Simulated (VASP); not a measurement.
# LiCl (P6_3/mmc) in VASP: settings compared, part 2 of 3

VASP 6.6.1. Earlier steps stand in the parts before.

### 3 Single point, r2SCAN (volume changed by +3%)

The input, POSCAR:

```
LiCl
1.0
    3.6103464532      0.0000000000      0.0000000000
   -1.8051732266      3.1266517449      0.0000000000
    0.0000000000      0.0000000000      6.0837303122
Li Cl
2 2
Direct
    0.0000000000      0.0000000000      0.0000000000
    0.0000000000      0.0000000000      0.5000000000
    0.3333333333      0.6666666667      0.2500000000
    0.6666666667      0.3333333333      0.7500000000
```

The input, INCAR.step1:

```
  PREC = Accurate
  ENCUT = 520
  ISMEAR = 0
  SIGMA = 0.01
  LREAL = False
  LASPH = True
  NELM = 100
  NBANDS = 18
  GGA = PE
  ALGO = Normal
  EDIFF = 1E-4
  LWAVE = True
  LCHARG = False
```

The input, INCAR.step2:

```
  PREC = Accurate
  ENCUT = 520
  EDIFF = 1E-6
  ISMEAR = 0
  SIGMA = 0.01
  LREAL = False
  LASPH = True
  NELM = 100
  ALGO = Normal
  ISIF = 2
  LWAVE = False
  LCHARG = False
  METAGGA = R2SCAN
  LMIXTAU = True
  NBANDS = 18
  ISTART = 1
```

The input, KPOINTS:

```
regular mesh
0
Gamma
  6 6 4
```

Potentials or basis: VASP PAW PBE potentials, release 64 (Li_sv, Cl).

Command:

```bash
$ cat potpaw_PBE.64/Li_sv/POTCAR potpaw_PBE.64/Cl/POTCAR > POTCAR
$ cp INCAR.step1 INCAR
$ mpirun -np 1 vasp_std > vasp.out
$ cp INCAR.step2 INCAR
$ mpirun -np 1 vasp_std > vasp.out
```

OUTCAR:

```text
PREC = Accurate
   ENCUT = 520
   EDIFF = 1E-6
   ISMEAR = 0
   LREAL = False
   LASPH = True
   NELM = 100
   ISIF = 2
   METAGGA = R2SCAN
   ISTART = 1

 ion  position               nearest neighbor table
   1  0.000  0.000  0.000-   3 2.58   4 2.58   3 2.58   4 2.58   4 2.58   3 2.58
   2  0.000  0.000  0.500-   3 2.58   4 2.58   3 2.58   4 2.58   4 2.58   3 2.58
   3  0.333  0.667  0.250-   1 2.58   2 2.58   1 2.58   2 2.58   1 2.58   2 2.58
   4  0.667  0.333  0.750-   1 2.58   2 2.58   1 2.58   2 2.58   1 2.58   2 2.58

  LATTYP: Found a hexagonal cell.
 ALAT       =     3.6103464532
 C/A-ratio  =     1.6850821358

  Lattice vectors:

 A1 = (   3.6103464532,   0.0000000000,   0.0000000000)
 A2 = (  -1.8051732266,   3.1266517449,   0.0000000000)
 A3 = (   0.0000000000,   0.0000000000,   6.0837303122)

Analysis of symmetry for initial positions (statically):
=====================================================================
 Subroutine PRICEL returns:
 Original cell was already a primitive cell.

 Routine SETGRP: Setting up the symmetry group for a
 hexagonal supercell.

 Subroutine GETGRP returns: Found 24 space group operations
 (whereof 12 operations were pure point group operations)
 out of a pool of 24 trial point group operations.

The static configuration has the point symmetry D_3d.
 The point group associated with its full space group is D_6h.

Analysis of symmetry for dynamics (positions and initial velocities):
=====================================================================
 Subroutine PRICEL returns:
 Original cell was already a primitive cell.

 Routine SETGRP: Setting up the symmetry group for a
 hexagonal supercell.

 Subroutine GETGRP returns: Found 24 space group operations
 (whereof 12 operations were pure point group operations)
 out of a pool of 24 trial point group operations.

The dynamic configuration has the point symmetry D_3d.
 The point group associated with its full space group is D_6h.

 Subroutine INISYM returns: Found 24 space group operations
 (whereof 12 operations are pure point group operations),
 and found     1 'primitive' translations

----------------------------------------------------------------------------------------

                                     Primitive cell

  volume of cell :      68.6749

  direct lattice vectors                    reciprocal lattice vectors
     3.610346453  0.000000000  0.000000000     0.276981728  0.159915475  0.000000000
    -1.805173227  3.126651745  0.000000000     0.000000000  0.319830951  0.000000000
     0.000000000  0.000000000  6.083730312     0.000000000  0.000000000  0.164372835

  length of vectors
     3.610346453  3.610346453  6.083730312     0.319830951  0.319830951  0.164372835

  position of ions in fractional coordinates (direct lattice)
     0.000000000  0.000000000  0.000000000
     0.000000000  0.000000000  0.500000000
     0.333333333  0.666666667  0.250000000
     0.666666667  0.333333333  0.750000000

  ion indices of the primitive-cell ions
   primitive index   ion index
                 1           1
                 2           2
                 3           3
[... 24 lines left out ...]
 ===========================================

 Found     21 irreducible k-points:

 Following reciprocal coordinates:
            Coordinates               Weight
  0.000000  0.000000  0.000000      1.000000
  0.166667  0.000000  0.000000      6.000000
  0.333333 -0.000000  0.000000      6.000000
  0.500000  0.000000  0.000000      3.000000
  0.166667  0.166667  0.000000      6.000000
  0.333333  0.166667  0.000000     12.000000
[... 13 lines left out ...]
  0.333333  0.166667  0.500000     12.000000
  0.333333  0.333333  0.500000      2.000000
   k-points           NKPTS =     21   k-points in BZ     NKDIM =     21   number of bands    NBANDS=     18
   number of dos      NEDOS =    301   number of ions     NIONS =      4
   total plane-waves  NPLWV =  37632
   dimension x,y,z NGX =    28 NGY =   28 NGZ =   48
   dimension x,y,z NGXF=    56 NGYF=   56 NGZF=   96
   ions per type =               2   2
   NGX,Y,Z   is equivalent  to a cutoff of  12.89, 12.89, 13.12 a.u.
   NGXF,Y,Z  is equivalent  to a cutoff of  25.79, 25.79, 26.23 a.u.
 SYSTEM =  unknown system
   PREC   = accura    normal or accurate (medium, high low for compatibility)
   ISTART =      1    job   : 0-new  1-cont  2-samecut
   ICHARG =      0    charge: 1-file 2-atom 10-const
   ISPIN  =      1    spin polarized calculation?
   LNONCOLLINEAR =      F non collinear calculations
   LSORBIT =      F    spin-orbit coupling
   LASPH  =      T    aspherical Exc in radial PAW
   ENCUT  =  520.0 eV  38.22 Ry    6.18 a.u.   6.71  6.71 11.31*2*pi/ulx,y,z
   NELM   =    100;   NELMIN=  2; NELMDL=  0     # of ELM steps
   EDIFF  = 0.1E-05   stopping-criterion for ELM
   LREAL  =      F    real-space projection
   EDIFFG = 0.1E-04   stopping-criterion for IOM
   NSW    =      0    number of steps for IOM
   IBRION =     -1    ionic relax: 0-MD 1-quasi-New 2-CG
   NFREE  =      0    steps in history (QN), initial steepest desc. (CG)
   ISIF   =      2    stress and relaxation
   ISYM   =      2    0-nonsym 1-usesym 2-fastsym
   POTIM  = 0.5000    time-step for ionic-motion
   TEBEG  =    0.0;   TEEND  =   0.0 temperature during run
   PSTRESS=    0.0 pullay stress
   NELECT =      20.0000    total number of electrons
   NUPDOWN=      -1.0000    fix difference up-down
   EMIN   =  10.00;   EMAX   =-10.00  energy-range for DOS
   EFERMI =   0.00;   METHOD = LEGACY
   ISMEAR =     0;   SIGMA  =   0.01  broadening in eV -4-tet -1-fermi 0-gaus
   EFERMI_NEDOS =   21; number of points for ismear=-14 and -15
   IALGO  =     38    algorithm
   IMIX   =      4    mixing-type and parameters
     AMIX     =   0.40;   BMIX     =  1.00
     AMIX_MAG =   1.60;   BMIX_MAG =  1.00
  volume/ion in A,a.u.               =      17.17       115.86
  Fermi-wavevector in a.u.,A,eV,Ry     =   1.085139  2.050615 16.021223  1.177527
  Thomas-Fermi vector in A             =   2.221246
   LORBIT       =      0    0 simple, 1 ext, 2 COOP (PROOUT), +10 PAW based schemes
   METAGGA = R2SCAN    functional components
   LHFCALC =     F    Hartree Fock is set to
   AEXX    =    0.0000 exact exchange contribution
   IVDW    =     0    specifies the selected vdW correction
   LEPSILON=     F    determine dielectric tensor
   LRPA    =     F    only Hartree local field effects (RPA)
 non-spin polarized calculation
 Gauss-broadening in eV      SIGMA  =   0.01
  energy-cutoff  :      520.00
  volume of cell :       68.67
 maximum number of plane-waves:      1870
 NGX is ok and might be reduce to    28
   NGX = 13   NGY = 13   NGZ = 23

 number of electron      19.9999990 magnetization

 Free energy of the ion-electron system (eV)
  ---------------------------------------------------
  ext. energy  EPLUGINS =         0.00000000
  ---------------------------------------------------
  free energy    TOTEN  =       -25.09577708 eV

  energy without entropy =      -25.09577708  energy(sigma->0) =      -25.09577708

 E-fermi :   0.1625     XC(G=0):  -9.0812

 val. band max:        0.1000424698   @ k =   0.0000   0.0000   0.0000
 cond. band min:       7.2368779706   @ k =   0.0000   0.0000   0.0000
 fundamental gap:      7.1368355008
 Fermi energy:         0.1624688512

 k-point     1 :       0.0000    0.0000    0.0000
  band No.  band energies     occupation
      1     -44.8255      2.00000
      2     -44.8191      2.00000
      3     -13.8732      2.00000
      4     -13.3707      2.00000
      5      -2.7430      2.00000
      6      -0.1145      2.00000
[... 418 lines left out ...]
      5      -2.3231      2.00000
      6      -2.3231      2.00000
[... 10 lines left out ...]
     17      12.3775      0.00000
     18      12.3775      0.00000

------------------------ aborting loop because EDIFF is reached ----------------------------------------

  FORCE on cell =-STRESS in cart. coord.  units (eV):
  Direction    XX          YY          ZZ          XY          YZ          ZX
  --------------------------------------------------------------------------------------
  -------------------------------------------------------------------------------------
  Total       -0.6203588     -0.6203588     -0.6120528      0.0000000     -0.0000000      0.0000000
  in kB      -14.4728875    -14.4728875    -14.2791105      0.0000000     -0.0000000      0.0000000
  external PRESSURE =     -14.4082952 kB  Pullay stress =       0.0000000 kB

 VOLUME and BASIS-vectors are now :
 -----------------------------------------------------------------------------
  energy-cutoff  :      520.00
  volume of cell :       68.67
      direct lattice vectors                 reciprocal lattice vectors
     3.610346453  0.000000000  0.000000000     0.276981728  0.159915475  0.000000000
    -1.805173227  3.126651745  0.000000000     0.000000000  0.319830951  0.000000000
     0.000000000  0.000000000  6.083730312     0.000000000  0.000000000  0.164372835

 POSITION                                       TOTAL-FORCE (eV/Angst)
 -----------------------------------------------------------------------------------
      0.00000      0.00000      0.00000        -0.000000      0.000000     -0.000000
      0.00000      0.00000      3.04187         0.000000      0.000000     -0.000000
     -0.00000      2.08443      1.52093        -0.000000      0.000000      0.000000
      1.80517      1.04222      4.56280         0.000000     -0.000000     -0.000000
 -----------------------------------------------------------------------------------
    total drift:                                0.000000     -0.000000     -0.000000

  FREE ENERGIE OF THE ION-ELECTRON SYSTEM (eV)
  ---------------------------------------------------
  free  energy   TOTEN  =       -25.0957770789 eV

  energy  without entropy=      -25.0957770789  energy(sigma->0) =      -25.09577708
```

It took 61 s on 1 thread of Intel Xeon Platinum 8559C (Emerald Rapids), shared host; peak memory 0.19 GiB.

What came out:

```
Free energy            : -25.0958 eV
Band gap on the k mesh : 7.14 eV, direct
```

Levels at points of the mesh, in eV from the valence-band top:
| k point | band 8 | band 9 | band 10 | band 11 | band 12 | band 13 |
| --- | --- | --- | --- | --- | --- | --- |
| (0.00, 0.00, 0.00) | -0.18 | 0.00 | 0.00 | 7.14 | 7.53 | 11.12 |
| (0.50, 0.00, 0.00) | -1.05 | -0.74 | -0.30 | 7.89 | 8.95 | 9.62 |
| (0.00, 0.00, 0.50) | -0.11 | -0.11 | -0.11 | 7.98 | 7.98 | 11.30 |
| (0.50, 0.00, 0.50) | -0.90 | -0.70 | -0.70 | 8.31 | 8.31 | 9.42 |

Caveat: the cutoff is under 1.25 times the usual one of these potentials, so pressure, stress and relaxed cells hold a basis-set (Pulay) error; the PAW data sets were made with another functional, which shifts forces and pressure a little. A k mesh can miss the band edges.

(Part 2 of 3 ends here.)
